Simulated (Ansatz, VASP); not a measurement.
**One calculation of Mg2C3, two programs**

```
Mg C
1.0
     2.38702   -2.33941   -0.00634
     2.38702    2.33941   -0.00634
    -1.22536    0.00000    4.85842
Mg C
2 3
Direct
  0.80824 0.80824 0.19843
  0.19176 0.19176 0.80157
  0.30417 0.30417 0.26146
  0.69583 0.69583 0.73854
  0.50000 0.50000 0.50000
```

Alike in both runs: functional r2SCAN; k mesh 8 × 8 × 6; occupations gaussian, width 0.02 eV; no spin polarisation.

Ansatz relaxed the structure, and its values are those at the end. VASP's run is a single point on that final structure, the one shown.

```csv
,VASP,Ansatz
version,VASP 6.6.1,Ansatz 0.2.0
potentials or method,"VASP PAW PBE potentials, release 64 (Mg, C), cutoff 520 eV","scalar-relativistic, plane waves, PAW"
valence electrons in the cell,16,32
```

```csv
,VASP,Ansatz,Ansatz less VASP
gap on the k mesh at the Fermi level (eV),1.87,1.87,-0.008
least direct gap on the mesh (eV),2.65,2.65,0.000
pressure (GPa),-0.3,0.0,+0.31
rms of the force components (eV/Å),0.041,0.001,-0.0401
```

VASP's potentials were made for PBE, not for r2SCAN. VASP's potentials hold 16 valence electrons a cell and Ansatz's 32, so a difference there can come from the potentials and not from the codes.
